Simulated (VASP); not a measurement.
# Ge (I4_1/amd) in VASP: settings compared

Aim: see how the results for Ge move with the level of theory and the settings. Levels: r2SCAN, LDA. Tasks: single point.

Everything below comes from runs of VASP 6.6.1. Logs are shortened: lines on timing, memory, paths and dates and some standing lists are left out, and cuts for length are marked.

## 1. The cell of the first run

Symmetry: I4_1/amd, No. 141, tetragonal system. The conventional cell has a = 5.149 Å, b = 5.149 Å, c = 2.795 Å, α = 90.00°, β = 90.00°, γ = 90.00°. Within 3.5 Å of Ge (site symmetry -4m2) lie 10 Ge at 2.67 to 3.32 Å.

## 2. Single point, r2SCAN

The input, POSCAR:

```
Ge
1.0
   -2.5744897190      2.5744897190      1.3974126432
    2.5744897190     -2.5744897190      1.3974126432
    2.5744897190      2.5744897190     -1.3974126432
Ge
2
Direct
    0.5000000000      0.5000000000      0.0000000000
    0.2500000000      0.7500000000      0.5000000000
```

The input, INCAR.step1:

```
PREC = Accurate
ENCUT = 550
ISMEAR = -1
SIGMA = 0.05
LREAL = False
LASPH = True
NELM = 120
NBANDS = 21
GGA = PE
ALGO = Normal
EDIFF = 1E-5
LWAVE = True
LCHARG = False
GGA_COMPAT = False
```

The input, INCAR.step2:

```
PREC = Accurate
ENCUT = 550
EDIFF = 1E-6
ISMEAR = -1
SIGMA = 0.05
LREAL = False
LASPH = True
NELM = 120
ALGO = Normal
ISIF = 2
LWAVE = False
LCHARG = False
METAGGA = R2SCAN
LMIXTAU = True
NBANDS = 21
ISTART = 1
GGA_COMPAT = False
```

The input, KPOINTS:

```
Automatic mesh
0
Gamma
  6 6 6
```

Potentials or basis: VASP PAW PBE potentials, release 64 (Ge_d).

The run is started by

```sh
$ cat potpaw_PBE.64/Ge_d/POTCAR > POTCAR
$ cp INCAR.step1 INCAR
$ mpirun -np 1 vasp_std > vasp.out
$ cp INCAR.step2 INCAR
$ mpirun -np 1 vasp_std > vasp.out
```

OUTCAR:

```text
PREC = Accurate
   ENCUT = 550
   EDIFF = 1E-6
   ISMEAR = -1
   LREAL = False
   LASPH = True
   NELM = 120
   ISIF = 2
   METAGGA = R2SCAN
   ISTART = 1

 ion  position               nearest neighbor table
   1  0.500  0.500  0.000-   2 2.67   2 2.67   2 2.67   2 2.67
   2  0.250  0.750  0.500-   1 2.67   1 2.67   1 2.67   1 2.67

  LATTYP: Found a body centered tetragonal cell.
 ALAT       =     5.1489794380
 C/A-ratio  =     0.5427920853

  Lattice vectors:

 A1 = (  -2.5744897190,   2.5744897190,   1.3974126432)
 A2 = (   2.5744897190,  -2.5744897190,   1.3974126432)
 A3 = (   2.5744897190,   2.5744897190,  -1.3974126432)

Analysis of symmetry for initial positions (statically):
=====================================================================
 Subroutine PRICEL returns:
 Original cell was already a primitive cell.

 Routine SETGRP: Setting up the symmetry group for a
 body centered tetragonal supercell.

 Subroutine GETGRP returns: Found 16 space group operations
 (whereof  8 operations were pure point group operations)
 out of a pool of 16 trial point group operations.

The static configuration has the point symmetry D_2d.
 The point group associated with its full space group is D_4h.

Analysis of symmetry for dynamics (positions and initial velocities):
=====================================================================
 Subroutine PRICEL returns:
 Original cell was already a primitive cell.

 Routine SETGRP: Setting up the symmetry group for a
 body centered tetragonal supercell.

 Subroutine GETGRP returns: Found 16 space group operations
 (whereof  8 operations were pure point group operations)
 out of a pool of 16 trial point group operations.

The dynamic configuration has the point symmetry D_2d.
 The point group associated with its full space group is D_4h.

 Subroutine INISYM returns: Found 16 space group operations
 (whereof  8 operations are pure point group operations),
 and found     1 'primitive' translations

----------------------------------------------------------------------------------------

                                     Primitive cell

  volume of cell :      37.0482

  direct lattice vectors                    reciprocal lattice vectors
    -2.574489719  2.574489719  1.397412643     0.000000000  0.194213244  0.357804119
     2.574489719 -2.574489719  1.397412643     0.194213244  0.000000000  0.357804119
     2.574489719  2.574489719 -1.397412643     0.194213244  0.194213244  0.000000000

  length of vectors
     3.899840602  3.899840602  3.899840602     0.407114937  0.407114937  0.274659004

  position of ions in fractional coordinates (direct lattice)
     0.500000000  0.500000000  0.000000000
     0.250000000  0.750000000  0.500000000

  ion indices of the primitive-cell ions
   primitive index   ion index
                 1           1
                 2           2

----------------------------------------------------------------------------------------

 KPOINTS: Automatic mesh

Automatic generation of k-mesh.
 Grid dimensions read from file:
 generate k-points for:    6    6    6

 Generating k-lattice:

  Cartesian coordinates                     Fractional coordinates (reciprocal lattice)
     0.000000000  0.032368874  0.059634020     0.166666667  0.000000000  0.000000000
     0.032368874  0.000000000  0.059634020     0.000000000  0.166666667  0.000000000
     0.032368874  0.032368874  0.000000000     0.000000000  0.000000000  0.166666667

  Length of vectors
     0.067852489  0.067852489  0.045776501

  Shift w.r.t. Gamma in fractional coordinates (k-lattice)
     0.000000000  0.000000000  0.000000000

 Subroutine IBZKPT returns following result:
 ===========================================

 Found     30 irreducible k-points:

 Following reciprocal coordinates:
            Coordinates               Weight
  0.000000  0.000000  0.000000      1.000000
  0.166667  0.000000 -0.000000      8.000000
  0.333333 -0.000000  0.000000      8.000000
  0.500000  0.000000 -0.000000      4.000000
  0.166667  0.166667 -0.000000      8.000000
  0.333333  0.166667  0.000000     16.000000
[... 16 lines left out ...]
 -0.333333 -0.333333  0.166667      8.000000
 -0.166667 -0.333333  0.166667      8.000000
 [... further k-points ...]
   k-points           NKPTS =     30   k-points in BZ     NKDIM =     30   number of bands    NBANDS=     21
   number of dos      NEDOS =    301   number of ions     NIONS =      2
   total plane-waves  NPLWV =  27000
   dimension x,y,z NGX =    30 NGY =   30 NGZ =   30
   dimension x,y,z NGXF=    60 NGYF=   60 NGZF=   60
   ions per type =               2
   NGX,Y,Z   is equivalent  to a cutoff of  12.79, 12.79, 12.79 a.u.
   NGXF,Y,Z  is equivalent  to a cutoff of  25.58, 25.58, 25.58 a.u.
 SYSTEM =  unknown system
   PREC   = accura    normal or accurate (medium, high low for compatibility)
   ISTART =      1    job   : 0-new  1-cont  2-samecut
   ICHARG =      0    charge: 1-file 2-atom 10-const
   ISPIN  =      1    spin polarized calculation?
   LNONCOLLINEAR =      F non collinear calculations
   LSORBIT =      F    spin-orbit coupling
   LASPH  =      T    aspherical Exc in radial PAW
   ENCUT  =  550.0 eV  40.42 Ry    6.36 a.u.   7.46  7.46  7.46*2*pi/ulx,y,z
   NELM   =    120;   NELMIN=  2; NELMDL=  0     # of ELM steps
   EDIFF  = 0.1E-05   stopping-criterion for ELM
   LREAL  =      F    real-space projection
   EDIFFG = 0.1E-04   stopping-criterion for IOM
   NSW    =      0    number of steps for IOM
   IBRION =     -1    ionic relax: 0-MD 1-quasi-New 2-CG
   NFREE  =      0    steps in history (QN), initial steepest desc. (CG)
   ISIF   =      2    stress and relaxation
   ISYM   =      2    0-nonsym 1-usesym 2-fastsym
   POTIM  = 0.5000    time-step for ionic-motion
   TEBEG  =    0.0;   TEEND  =   0.0 temperature during run
   PSTRESS=    0.0 pullay stress
   NELECT =      28.0000    total number of electrons
   NUPDOWN=      -1.0000    fix difference up-down
   EMIN   =  10.00;   EMAX   =-10.00  energy-range for DOS
   EFERMI =   0.00;   METHOD = LEGACY
   ISMEAR =    -1;   SIGMA  =   0.05  broadening in eV -4-tet -1-fermi 0-gaus
   EFERMI_NEDOS =   21; number of points for ismear=-14 and -15
   IALGO  =     38    algorithm
   IMIX   =      4    mixing-type and parameters
     AMIX     =   0.40;   BMIX     =  1.00
     AMIX_MAG =   1.60;   BMIX_MAG =  1.00
  volume/ion in A,a.u.               =      18.52       125.01
  Fermi-wavevector in a.u.,A,eV,Ry     =   1.491209  2.817976 30.255333  2.223704
  Thomas-Fermi vector in A             =   2.603893
   LORBIT       =      0    0 simple, 1 ext, 2 COOP (PROOUT), +10 PAW based schemes
   METAGGA = R2SCAN    functional components
   LHFCALC =     F    Hartree Fock is set to
   AEXX    =    0.0000 exact exchange contribution
   IVDW    =     0    specifies the selected vdW correction
   LEPSILON=     F    determine dielectric tensor
   LRPA    =     F    only Hartree local field effects (RPA)
 non-spin polarized calculation
  energy-cutoff  :      550.00
  volume of cell :       37.05
 maximum number of plane-waves:      1109
 NGX is ok and might be reduce to    30
   NGX = 15   NGY = 15   NGZ = 15

 number of electron      28.0000028 magnetization

 Free energy of the ion-electron system (eV)
  ---------------------------------------------------
  ext. energy  EPLUGINS =         0.00000000
  ---------------------------------------------------
  free energy    TOTEN  =       -27.01779970 eV

  energy without entropy =      -27.01112933  energy(sigma->0) =      -27.01446451

 E-fermi :   6.8654     XC(G=0): -12.3766

 val. band max:        6.7769703584   @ k =  -0.1667  -0.1667   0.1667
 cond. band min:       6.9071924507   @ k =  -0.1667   0.3333   0.1667
 fundamental gap:      0.1302220923
 Fermi energy:         6.8654402318

 k-point     1 :       0.0000    0.0000    0.0000
  band No.  band energies     occupation
      1     -18.8051      2.00000
      2     -18.7668      2.00000
      3     -18.7344      2.00000
      4     -18.7225      2.00000
      5     -18.6164      2.00000
      6     -18.6164      2.00000
[... 13 lines left out ...]
     20      18.8243      0.00000
     21      19.7871      0.00000

 k-point     2 :       0.1667    0.0000   -0.0000
  band No.  band energies     occupation
      1     -18.7941      2.00000
      2     -18.7315      2.00000
      3     -18.7084      2.00000
      4     -18.6934      2.00000
      5     -18.6410      2.00000
      6     -18.6308      2.00000
[... 13 lines left out ...]
     20      17.4322      0.00000
     21      18.1771      0.00000

 k-point     3 :       0.3333   -0.0000    0.0000
  band No.  band energies     occupation
      1     -18.7705      2.00000
      2     -18.6953      2.00000
      3     -18.6935      2.00000
      4     -18.6849      2.00000
      5     -18.6613      2.00000
      6     -18.6402      2.00000
[... 13 lines left out ...]
     20      15.4101      0.00000
     21      18.9740      0.00000

 k-point     4 :       0.5000    0.0000   -0.0000
  band No.  band energies     occupation
      1     -18.7583      2.00000
      2     -18.7173      2.00000
      3     -18.7096      2.00000
      4     -18.6805      2.00000
      5     -18.6528      2.00000
      6     -18.6449      2.00000
[... 13 lines left out ...]
     20      18.9257      0.00000
     21      19.9014      0.00000

 k-point     5 :       0.1667    0.1667   -0.0000
  band No.  band energies     occupation
      1     -18.7785      2.00000
      2     -18.7010      2.00000
      3     -18.6895      2.00000
      4     -18.6631      2.00000
      5     -18.6563      2.00000
      6     -18.6508      2.00000
[... 13 lines left out ...]
     20      16.0686      0.00000
     21      16.9538      0.00000
[... 382 lines left out ...]
     20      20.6990      0.00000
     21      21.5051      0.00000

 k-point    22 :      -0.1667    0.5000    0.1667
  band No.  band energies     occupation
      1     -18.7454      2.00000
      2     -18.7050      2.00000
      3     -18.6873      2.00000
      4     -18.6819      2.00000
      5     -18.6423      2.00000
      6     -18.6384      2.00000
[... 13 lines left out ...]
     20      19.9481      0.00000
     21      20.4322      0.00000

 k-point    23 :      -0.3333   -0.3333    0.1667
  band No.  band energies     occupation
      1     -18.7461      2.00000
      2     -18.7058      2.00000
      3     -18.6638      2.00000
      4     -18.6603      2.00000
      5     -18.6527      2.00000
      6     -18.6422      2.00000
[... 13 lines left out ...]
     20      19.3686      0.00000
     21      20.8576      0.00000

 k-point    24 :      -0.1667   -0.3333    0.1667
  band No.  band energies     occupation
      1     -18.7626      2.00000
      2     -18.7042      2.00000
      3     -18.6949      2.00000
      4     -18.6647      2.00000
      5     -18.6635      2.00000
      6     -18.6514      2.00000
[... 13 lines left out ...]
     20      18.3800      0.00000
     21      20.6466      0.00000

 [... further k-points ...]
[... 5 lines left out ...]
  --------------------------------------------------------------------------------------
  -------------------------------------------------------------------------------------
  Total        0.1949591      0.1949591     -0.1781880      0.0000000      0.0000000      0.0000000
  in kB        8.4311577      8.4311577     -7.7058784      0.0000000      0.0000000      0.0000000
  external PRESSURE =       3.0521457 kB  Pullay stress =       0.0000000 kB

 VOLUME and BASIS-vectors are now :
 -----------------------------------------------------------------------------
  energy-cutoff  :      550.00
  volume of cell :       37.05
      direct lattice vectors                 reciprocal lattice vectors
    -2.574489719  2.574489719  1.397412643     0.000000000  0.194213244  0.357804119
     2.574489719 -2.574489719  1.397412643     0.194213244  0.000000000  0.357804119
     2.574489719  2.574489719 -1.397412643     0.194213244  0.194213244  0.000000000

 POSITION                                       TOTAL-FORCE (eV/Angst)
 -----------------------------------------------------------------------------------
      0.00000      0.00000      1.39741         0.000000      0.000000     -0.000000
      2.57449      0.00000      0.69871        -0.000000     -0.000000      0.000000
 -----------------------------------------------------------------------------------
    total drift:                                0.000000     -0.000000      0.000000

  FREE ENERGIE OF THE ION-ELECTRON SYSTEM (eV)
  ---------------------------------------------------
  free  energy   TOTEN  =       -27.0177996996 eV

  energy  without entropy=      -27.0111293270  energy(sigma->0) =      -27.01446451
```

Run time: 100 s. Hardware: 1 thread of Intel Xeon Platinum 8259CL at 2.50GHz (Skylake/Cascade Lake), shared host; peak memory 0.17 GiB.

Results:

| Item | Value |
| --- | --- |
| Free energy | -27.0178 eV |
| Pressure | 0.3 GPa |
| Band gap on the k mesh | zero (band 14 reaches 8.04 eV, above the bottom of band 15 at 3.02 eV) |

Levels at points of the mesh, in eV from the Fermi level:
| k point | band 11 | band 12 | band 13 | band 14 | band 15 | band 16 | band 17 | band 18 |
| --- | --- | --- | --- | --- | --- | --- | --- | --- |
| (0.00, 0.00, 0.00) | -14.12 | -4.31 | -2.72 | -2.72 | 3.57 | 7.78 | 7.78 | 8.39 |
| (0.50, 0.00, 0.00) | -8.56 | -6.84 | -2.84 | -2.38 | -1.66 | 2.62 | 3.59 | 5.67 |
| (0.50, 0.50, 0.00) | -11.24 | -11.24 | 0.39 | 0.39 | 1.99 | 1.99 | 7.82 | 7.82 |
| (0.50, 0.50, 0.50) | -9.47 | -9.47 | -6.34 | -6.34 | 6.34 | 6.34 | 11.44 | 11.44 |

Caveat: the k points lie up to 0.43 Å⁻¹ apart; the PAW data sets were made with another functional, which shifts forces and pressure a little.

(Part 1 of 2 ends here.)
